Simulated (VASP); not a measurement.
The system is Si2Ge.

```
Si Ge
1.0
     3.54906    0.04395    0.03462
     0.07613    6.18753   -0.02432
     0.09426   -0.03823    9.47107
Si Ge
8 4
Direct
  0.00052 0.35019 0.70901
  0.44850 0.84211 0.72931
  0.97378 0.32335 0.41205
  0.55018 0.84116 0.43011
  0.50560 0.18639 0.28576
  0.00031 0.66255 0.25737
  0.50832 0.15278 0.59614
  0.01131 0.60550 0.57889
  0.00531 0.32314 0.09728
  0.49194 0.86056 0.10420
  0.50507 0.17786 0.90166
  0.99916 0.67440 0.89821
```

| Property | Result |
| --- | --- |
| Program | VASP 6.6.1 |
| Task | relaxation of cell and atoms |
| Functional | PBE |
| Potentials or basis | VASP PAW PBE potentials, release 64 (Si, Ge_d) |
| Cutoff | 500 eV |
| k mesh | 6 × 4 × 2 |
| Occupations | gaussian, width 0.2 eV |
| Spin | no spin polarisation |

At the start: pressure 6.1 GPa; volume 17.33 Å³/atom.

Where does the relaxation end?

Over 21 steps the energy falls by 150.2 meV/atom and the volume is 17.81 Å³/atom (+2.8 %); space group P1 (No. 1, to 0.1 Å) before, C2/m (No. 12, to 0.1 Å).

Step by step:
| step | energy change (eV) | largest force (eV/Å) | pressure (GPa) | volume (Å³) |
| --- | --- | --- | --- | --- |
| 1 | 0.0000 | 6.8057 | 6.12 | 207.93 |
| 2 | -1.1986 | 0.6676 | -3.81 | 228.35 |
| 3 | -1.3532 | 0.8209 | -1.47 | 220.45 |
| 4 | -1.3546 | 0.7811 | -1.76 | 221.24 |
| 5 | -1.5488 | 0.6204 | -0.46 | 216.34 |
| 6 | -1.6346 | 0.5461 | 1.77 | 210.09 |
| 7 | -1.7169 | 0.3040 | 0.05 | 213.67 |
| 8 | -1.7203 | 0.3046 | -0.34 | 214.59 |
| 9 | -1.7507 | 0.2132 | -0.03 | 213.79 |
| 10 | -1.7593 | 0.2673 | 0.30 | 213.08 |
| 11 | -1.7781 | 0.1549 | -0.12 | 214.02 |
| 12 | -1.7825 | 0.1476 | -0.44 | 214.77 |
| 13 | -1.7917 | 0.0963 | 0.31 | 212.89 |
| 14 | -1.7917 | 0.0973 | 0.35 | 212.81 |
| 15 | -1.7971 | 0.0647 | -0.01 | 213.76 |
| 16 | -1.7972 | 0.0670 | -0.06 | 213.91 |
| 17 | -1.7991 | 0.0474 | -0.03 | 213.79 |
| 18 | -1.7997 | 0.0481 | 0.02 | 213.69 |
| 19 | -1.8008 | 0.0393 | 0.00 | 213.77 |
| 20 | -1.8011 | 0.0404 | -0.03 | 213.84 |
| 21 | -1.8019 | 0.0224 | 0.01 | 213.68 |

Final structure:
```yaml
crystal:
  lattice:
    - [3.59136, -0.00122, 0.03223]
    - [-0.00144, 6.18669, -0.01215]
    - [0.08782, -0.01566, 9.61820]
  atoms:
    - { symbol: Si, position: [0.00220, 0.32867, 0.72790] }
    - { symbol: Si, position: [0.50238, 0.82871, 0.72834] }
    - { symbol: Si, position: [0.99569, 0.33672, 0.41606] }
    - { symbol: Si, position: [0.49716, 0.83595, 0.41455] }
    - { symbol: Si, position: [0.49759, 0.17193, 0.27246] }
    - { symbol: Si, position: [0.99874, 0.67089, 0.27113] }
    - { symbol: Si, position: [0.50419, 0.16266, 0.58485] }
    - { symbol: Si, position: [0.00431, 0.66378, 0.58431] }
    - { symbol: Ge, position: [0.00001, 0.33447, 0.09909] }
    - { symbol: Ge, position: [0.50040, 0.83603, 0.09809] }
    - { symbol: Ge, position: [0.49813, 0.16571, 0.90137] }
    - { symbol: Ge, position: [0.99921, 0.66448, 0.90184] }
```
